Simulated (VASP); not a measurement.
Crystal: PtSe2.

```
CELL_PARAMETERS angstrom
0.00000 3.13090 3.13090
3.13090 0.00000 3.13090
3.13090 3.13090 0.00000
ATOMIC_POSITIONS crystal
Pt 0.00000 0.00000 0.00000
Se 0.25000 0.25000 0.25000
Se 0.75000 0.75000 0.75000
```

Program: VASP 6.6.1. Alike in all runs: task single point; cell as given; k mesh 4 × 4 × 4; smearing fermi-dirac 0.02 eV.

Question: Order these runs on this cell by their pressure, lowest first.
A. level PBE; potentials or basis VASP PAW PBE potentials, release 64 (Pt, Se); spin non-collinear, zero start, SOC; cutoff (eV) 500
B. level r2SCAN; potentials or basis VASP PAW PBE potentials, release 64 (Pt, Se); spin off; cutoff (eV) 550
C. level LDA; potentials or basis VASP PAW LDA potentials, release 64 (Pt, Se); spin off; cutoff (eV) 500

Answer: C (-5.4 GPa), B (0.1 GPa), A (1.7 GPa).

Caveats: all runs use coarse meshes; the PAW data sets were made with another functional, which shifts forces and pressure a little (some runs).
